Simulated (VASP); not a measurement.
# Pt (P2_13) in VASP: notebook

Runs on Pt. Level: PBE. Tasks: single point, relaxation of cell and atoms.

Program: VASP 6.6.1. These are calculated values, not measurements. Logs are shortened: lines on timing, memory, paths and dates and some standing lists are left out, and cuts for length are marked.

**1. The cell of the first run**

Symmetry: P2_13, No. 198, cubic system. Conventional cell: a = 4.189 Å, b = 4.189 Å, c = 4.189 Å, α = 90.00°, β = 90.00°, γ = 90.00°. Pt (site symmetry 3) has 12 Pt at 2.80 to 3.15 Å within 3.7 Å.

**2. Single point, PBE**

The input, INCAR:

```
ALGO = Normal
EDIFF = 1E-6
ENCUT = 520
GGA = PE
ISIF = 2
ISMEAR = 0
LASPH = T
LCHARG = F
LREAL = F
LWAVE = F
NBANDS = 28
NELM = 60
PREC = Accurate
SIGMA = 0.1
```

The input, KPOINTS:

```
k-points
0
Gamma
  4 4 4
```

The input, POSCAR:

```
Pt
1.0
    4.1888488775      0.0000000000      0.0000000000
    0.0000000000      4.1888488775      0.0000000000
    0.0000000000      0.0000000000      4.1888488775
Pt
4
Direct
    0.0300000000      0.0300000000      0.0300000000
    0.4700000000      0.9700000000      0.5300000000
    0.5300000000      0.4700000000      0.9700000000
    0.9700000000      0.5300000000      0.4700000000
```

Potentials or basis: VASP PAW PBE potentials, release 64 (Pt).

Run with:

```console
$ cat potpaw_PBE.64/Pt/POTCAR > POTCAR
$ mpirun -np 1 vasp_std > vasp.out
```

OUTCAR:

```text
EDIFF = 1E-6
   ENCUT = 520
   GGA = PE
   ISIF = 2
   ISMEAR = 0
   LASPH = T
   LREAL = F
   NELM = 60
   PREC = Accurate

 ion  position               nearest neighbor table
   1  0.030  0.030  0.030-   2 2.80   3 2.80   4 2.80   2 2.80   4 2.80   3 2.80   4 3.15   4 3.15
                             2 3.15   3 3.15   2 3.15   3 3.15
   2  0.470  0.970  0.530-   1 2.80   3 2.80   4 2.80   1 2.80   3 2.80   4 2.80   1 3.15   3 3.15
                             1 3.15   3 3.15   4 3.15   4 3.15
   3  0.530  0.470  0.970-   1 2.80   2 2.80   4 2.80   4 2.80   2 2.80   1 2.80   2 3.15   1 3.15
                             1 3.15   2 3.15   4 3.15   4 3.15
   4  0.970  0.530  0.470-   1 2.80   2 2.80   3 2.80   3 2.80   1 2.80   2 2.80   3 3.15   1 3.15
                             3 3.15   2 3.15   1 3.15   2 3.15

  LATTYP: Found a simple cubic cell.
 ALAT       =     4.1888488775

  Lattice vectors:

 A1 = (   4.1888488775,   0.0000000000,   0.0000000000)
 A2 = (   0.0000000000,   4.1888488775,   0.0000000000)
 A3 = (   0.0000000000,   0.0000000000,   4.1888488775)

Analysis of symmetry for initial positions (statically):
=====================================================================
 Subroutine PRICEL returns:
 Original cell was already a primitive cell.

 Routine SETGRP: Setting up the symmetry group for a
 simple cubic supercell.

 Subroutine GETGRP returns: Found 12 space group operations
 (whereof  3 operations were pure point group operations)
 out of a pool of 48 trial point group operations.

The static configuration has the point symmetry C_3 .
 The point group associated with its full space group is T   .

Analysis of symmetry for dynamics (positions and initial velocities):
=====================================================================
 Subroutine PRICEL returns:
 Original cell was already a primitive cell.

 Routine SETGRP: Setting up the symmetry group for a
 simple cubic supercell.

 Subroutine GETGRP returns: Found 12 space group operations
 (whereof  3 operations were pure point group operations)
 out of a pool of 48 trial point group operations.

The dynamic configuration has the point symmetry C_3 .
 The point group associated with its full space group is T   .

 Subroutine INISYM returns: Found 12 space group operations
 (whereof  3 operations are pure point group operations),
 and found     1 'primitive' translations

----------------------------------------------------------------------------------------

                                     Primitive cell

  volume of cell :      73.4994

  direct lattice vectors                    reciprocal lattice vectors
     4.188848877  0.000000000  0.000000000     0.238729071  0.000000000  0.000000000
     0.000000000  4.188848877  0.000000000     0.000000000  0.238729071  0.000000000
     0.000000000  0.000000000  4.188848877     0.000000000  0.000000000  0.238729071

  length of vectors
     4.188848877  4.188848877  4.188848877     0.238729071  0.238729071  0.238729071

  position of ions in fractional coordinates (direct lattice)
     0.030000000  0.030000000  0.030000000
     0.470000000  0.970000000  0.530000000
     0.530000000  0.470000000  0.970000000
     0.970000000  0.530000000  0.470000000

  ion indices of the primitive-cell ions
   primitive index   ion index
                 1           1
                 2           2
                 3           3
                 4           4

----------------------------------------------------------------------------------------

 KPOINTS: k-points

Automatic generation of k-mesh.
 Grid dimensions read from file:
 generate k-points for:    4    4    4

 Generating k-lattice:

  Cartesian coordinates                     Fractional coordinates (reciprocal lattice)
     0.059682268  0.000000000  0.000000000     0.250000000  0.000000000  0.000000000
     0.000000000  0.059682268  0.000000000     0.000000000  0.250000000  0.000000000
     0.000000000  0.000000000  0.059682268     0.000000000  0.000000000  0.250000000

  Length of vectors
     0.059682268  0.059682268  0.059682268

  Shift w.r.t. Gamma in fractional coordinates (k-lattice)
     0.000000000  0.000000000  0.000000000

 Subroutine IBZKPT returns following result:
 ===========================================

 Found     11 irreducible k-points:

 Following reciprocal coordinates:
            Coordinates               Weight
  0.000000  0.000000  0.000000      1.000000
  0.250000  0.000000  0.000000      6.000000
  0.500000  0.000000  0.000000      3.000000
  0.250000  0.250000  0.000000     12.000000
  0.500000  0.250000  0.000000      6.000000
 -0.250000  0.500000  0.000000      6.000000
  0.500000  0.500000  0.000000      3.000000
  0.250000  0.250000  0.250000      8.000000
  0.500000  0.250000  0.250000     12.000000
  0.500000  0.500000  0.250000      6.000000
  0.500000  0.500000  0.500000      1.000000
   k-points           NKPTS =     11   k-points in BZ     NKDIM =     11   number of bands    NBANDS=     28
   number of dos      NEDOS =    301   number of ions     NIONS =      4
   total plane-waves  NPLWV =  32768
   dimension x,y,z NGX =    32 NGY =   32 NGZ =   32
   dimension x,y,z NGXF=    64 NGYF=   64 NGZF=   64
   ions per type =               4
   NGX,Y,Z   is equivalent  to a cutoff of  12.70, 12.70, 12.70 a.u.
   NGXF,Y,Z  is equivalent  to a cutoff of  25.40, 25.40, 25.40 a.u.
 SYSTEM =  unknown system
   PREC   = accura    normal or accurate (medium, high low for compatibility)
   ISTART =      0    job   : 0-new  1-cont  2-samecut
   ICHARG =      2    charge: 1-file 2-atom 10-const
   ISPIN  =      1    spin polarized calculation?
   LNONCOLLINEAR =      F non collinear calculations
   LSORBIT =      F    spin-orbit coupling
   LASPH  =      T    aspherical Exc in radial PAW
   ENCUT  =  520.0 eV  38.22 Ry    6.18 a.u.   7.79  7.79  7.79*2*pi/ulx,y,z
   NELM   =     60;   NELMIN=  2; NELMDL= -5     # of ELM steps
   EDIFF  = 0.1E-05   stopping-criterion for ELM
   LREAL  =      F    real-space projection
   EDIFFG = 0.1E-04   stopping-criterion for IOM
   NSW    =      0    number of steps for IOM
   IBRION =     -1    ionic relax: 0-MD 1-quasi-New 2-CG
   NFREE  =      0    steps in history (QN), initial steepest desc. (CG)
   ISIF   =      2    stress and relaxation
   ISYM   =      2    0-nonsym 1-usesym 2-fastsym
   POTIM  = 0.5000    time-step for ionic-motion
   TEBEG  =    0.0;   TEEND  =   0.0 temperature during run
   PSTRESS=    0.0 pullay stress
   NELECT =      40.0000    total number of electrons
   NUPDOWN=      -1.0000    fix difference up-down
   EMIN   =  10.00;   EMAX   =-10.00  energy-range for DOS
   EFERMI =   0.00;   METHOD = LEGACY
   ISMEAR =     0;   SIGMA  =   0.10  broadening in eV -4-tet -1-fermi 0-gaus
   EFERMI_NEDOS =   21; number of points for ismear=-14 and -15
   IALGO  =     38    algorithm
   IMIX   =      4    mixing-type and parameters
     AMIX     =   0.40;   BMIX     =  1.00
     AMIX_MAG =   1.60;   BMIX_MAG =  1.00
  volume/ion in A,a.u.               =      18.37       124.00
  Fermi-wavevector in a.u.,A,eV,Ry     =   1.336596  2.525800 24.306654  1.786489
  Thomas-Fermi vector in A             =   2.465210
   LORBIT       =      0    0 simple, 1 ext, 2 COOP (PROOUT), +10 PAW based schemes
   GGA     = PE    functional components
   LHFCALC =     F    Hartree Fock is set to
   AEXX    =    0.0000 exact exchange contribution
   IVDW    =     0    specifies the selected vdW correction
   LEPSILON=     F    determine dielectric tensor
   LRPA    =     F    only Hartree local field effects (RPA)
 non-spin polarized calculation
 Gauss-broadening in eV      SIGMA  =   0.10
  energy-cutoff  :      520.00
  volume of cell :       73.50
 maximum number of plane-waves:      2000
   NGX = 15   NGY = 15   NGZ = 15

 number of electron      40.0000008 magnetization

 Free energy of the ion-electron system (eV)
  ---------------------------------------------------
  ext. energy  EPLUGINS =         0.00000000
  ---------------------------------------------------
  free energy    TOTEN  =       -22.98014296 eV

  energy without entropy =      -22.93466717  energy(sigma->0) =      -22.95740507

 E-fermi :   7.8897     XC(G=0): -12.2964

 val. band max:        7.8828430917   @ k =   0.2500   0.2500   0.0000
 cond. band min:       7.9100236089   @ k =  -0.2500   0.5000   0.0000
 fundamental gap:      0.0271805172
 Fermi energy:         7.8896690492

 k-point     1 :       0.0000    0.0000    0.0000
  band No.  band energies     occupation
      1      -0.3271      2.00000
      2       2.6971      2.00000
      3       2.6971      2.00000
      4       2.6971      2.00000
      5       3.0732      2.00000
      6       3.0732      2.00000
[... 20 lines left out ...]
     27      14.6923      0.00000
     28      19.0700      0.00000

 k-point     2 :       0.2500    0.0000    0.0000
  band No.  band energies     occupation
      1       0.3523      2.00000
      2       2.8156      2.00000
      3       2.9609      2.00000
      4       3.1204      2.00000
      5       3.2630      2.00000
      6       3.4260      2.00000
[... 20 lines left out ...]
     27      17.5908      0.00000
     28      17.9862      0.00000

 k-point     3 :       0.5000    0.0000    0.0000
  band No.  band energies     occupation
      1       2.0413      2.00000
      2       2.0413      2.00000
      3       3.6019      2.00000
      4       3.6019      2.00000
      5       3.8498      2.00000
      6       3.8498      2.00000
[... 20 lines left out ...]
     27      15.4288      0.00000
     28      15.4288      0.00000

 k-point     4 :       0.2500    0.2500    0.0000
  band No.  band energies     occupation
      1       0.9654      2.00000
      2       3.0857      2.00000
      3       3.2292      2.00000
      4       3.3487      2.00000
      5       3.5407      2.00000
      6       3.6846      2.00000
[... 175 lines left out ...]
     27      16.9046      0.00000
     28      16.9046      0.00000

 k-point    10 :       0.5000    0.5000    0.2500
  band No.  band energies     occupation
      1       2.6112      2.00000
      2       2.6112      2.00000
      3       2.8574      2.00000
      4       2.8574      2.00000
      5       4.5783      2.00000
      6       4.5783      2.00000
[... 20 lines left out ...]
     27      14.3271      0.00000
     28      14.3271      0.00000

 k-point    11 :       0.5000    0.5000    0.5000
  band No.  band energies     occupation
      1       2.3904      2.00000
      2       2.3904      2.00000
      3       2.3904      2.00000
      4       2.3904      2.00000
      5       4.9483      2.00000
      6       4.9483      2.00000
[... 20 lines left out ...]
     27      12.3353      0.00000
     28      12.3353      0.00000

------------------------ aborting loop because EDIFF is reached ----------------------------------------

  FORCE on cell =-STRESS in cart. coord.  units (eV):
  Direction    XX          YY          ZZ          XY          YZ          ZX
  --------------------------------------------------------------------------------------
  -------------------------------------------------------------------------------------
  Total       -9.1655829     -9.1655829     -9.1655829     -0.0000000      0.0000000     -0.0000000
  in kB     -199.7959095   -199.7959095   -199.7959095     -0.0000000      0.0000000     -0.0000000
  external PRESSURE =    -199.7959095 kB  Pullay stress =       0.0000000 kB

 VOLUME and BASIS-vectors are now :
 -----------------------------------------------------------------------------
  energy-cutoff  :      520.00
  volume of cell :       73.50
      direct lattice vectors                 reciprocal lattice vectors
     4.188848877  0.000000000  0.000000000     0.238729071  0.000000000  0.000000000
     0.000000000  4.188848877  0.000000000     0.000000000  0.238729071  0.000000000
     0.000000000  0.000000000  4.188848877     0.000000000  0.000000000  0.238729071

 POSITION                                       TOTAL-FORCE (eV/Angst)
 -----------------------------------------------------------------------------------
      0.12567      0.12567      0.12567        -0.270812     -0.270812     -0.270812
      1.96876      4.06318      2.22009         0.270812      0.270812     -0.270812
      2.22009      1.96876      4.06318        -0.270812      0.270812      0.270812
      4.06318      2.22009      1.96876         0.270812     -0.270812      0.270812
 -----------------------------------------------------------------------------------
    total drift:                               -0.000000     -0.000000      0.000000

  FREE ENERGIE OF THE ION-ELECTRON SYSTEM (eV)
  ---------------------------------------------------
  free  energy   TOTEN  =       -22.9801429623 eV

  energy  without entropy=      -22.9346671678  energy(sigma->0) =      -22.95740507
```

Run time: 7.3 s. Hardware: 1 thread of Intel Xeon 6975P-C (Granite Rapids), shared host; peak memory 0.17 GiB.

What came out:

```
Free energy            : -22.9801 eV
Pressure               : -20.0 GPa
Largest force          : 0.469 eV/Å
Band gap on the k mesh : zero (band 20 reaches 8.17 eV, above the bottom of band 21 at 7.88 eV)
```

Forces in eV/Å, atoms in the order of the input:
```
Pt  -0.271 -0.271 -0.271
Pt   0.271  0.271 -0.271
Pt  -0.271  0.271  0.271
Pt   0.271 -0.271  0.271
```

Caveat: the k points lie up to 0.37 Å⁻¹ apart; spin-orbit coupling is left out, which moves the levels of the heavy elements.

**3. Relaxation of cell and atoms, PBE**

The input, INCAR:

```
SYSTEM = Pt
PREC = Accurate
ENCUT = 600
EDIFF = 1E-6
ISMEAR = 0
SIGMA = 0.1
LREAL = .False.
LASPH = .True.
NELM = 80
ALGO = Fast
ISIF = 3
LWAVE = .False.
LCHARG = .False.
GGA = PE
IBRION = 2
NSW = 90
EDIFFG = -0.04
```

The input, KPOINTS:

```
regular mesh
0
Gamma
  4 4 4
  0 0 0
```

POSCAR is that of step 2.

Potentials or basis: VASP PAW PBE potentials, release 64 (Pt).

Run with:

```console
$ cat potpaw_PBE.64/Pt/POTCAR > POTCAR
$ mpirun -np 1 vasp_std > vasp.out
```

Run time: 2 min. Hardware: 1 thread of Intel Xeon 6975P-C (Granite Rapids), shared host; peak memory 0.22 GiB.

It converged, with:

```yaml
Free_energy: -24.3163 eV
Relaxed_volume: 15.56 Å³/atom
Relaxed_cell: a = 3.963 Å, b = 3.963 Å, c = 3.963 Å, α = 90.00°, β = 90.00°, γ = 90.00°
Space_group_after_relaxing_to_0.05_Å: Fm-3m (No. 225)
Energy_gained_by_relaxing: 334.0 meV/atom
Ionic_steps: 14
Pressure_after_relaxing: 0.0 GPa
Largest_force_after_relaxing: 0.019 eV/Å
Band_gap_on_the_k_mesh: zero (band 20 reaches 11.09 eV, above the bottom of band 21 at 10.45 eV)
```

Forces on the atoms (eV/Å):
```
Pt  -0.011 -0.011 -0.011
Pt   0.011  0.011 -0.011
Pt  -0.011  0.011  0.011
Pt   0.011 -0.011  0.011
```

Step by step:
```tsv
step	energy change (eV)	largest force (eV/Å)	pressure (GPa)	volume (Å³)
1	0.0000	0.4677	-19.90	73.50
2	2.1951	3.6390	92.18	51.79
3	-0.6346	1.2463	-1.06	65.18
4	-0.6376	1.2898	0.24	64.81
5	-0.6380	1.3125	0.87	64.62
6	-0.9265	1.2798	1.57	63.30
7	-1.2017	0.4351	13.57	59.46
8	-1.2680	0.5613	5.95	61.05
9	-1.2849	0.3044	7.62	60.59
10	-1.1585	0.2420	-12.20	66.13
11	-1.3357	0.0451	-0.54	62.39
12	-1.3357	0.0507	-0.32	62.34
13	-1.3357	0.0544	-0.18	62.30
14	-1.3362	0.0188	0.05	62.24
```

Final structure:
```
Pt
1.0
     3.96305    0.00000    0.00000
     0.00000    3.96305    0.00000
     0.00000    0.00000    3.96305
Pt
4
Direct
  0.00027 0.00027 0.00027
  0.49973 0.99973 0.50027
  0.50027 0.49973 0.99973
  0.99973 0.50027 0.49973
```

Levels at points of the mesh, in eV from the Fermi level:
```tsv
k point	band 18	band 19	band 20	band 21	band 22	band 23
(0.00, 0.00, 0.00)	0.58	0.58	0.58	0.58	2.01	2.01
(0.50, 0.00, 0.00)	-1.77	-0.70	-0.70	0.59	0.59	7.06
(0.50, 0.50, 0.00)	-1.52	-1.51	-1.51	1.92	1.92	1.93
(0.50, 0.50, 0.50)	0.15	0.15	0.15	0.15	0.15	0.15
```

Caveat: the k points lie up to 0.40 Å⁻¹ apart in the final cell; the volume moved by over 15 % at a fixed basis, so the end points are rough; spin-orbit coupling is left out, which moves the levels of the heavy elements.
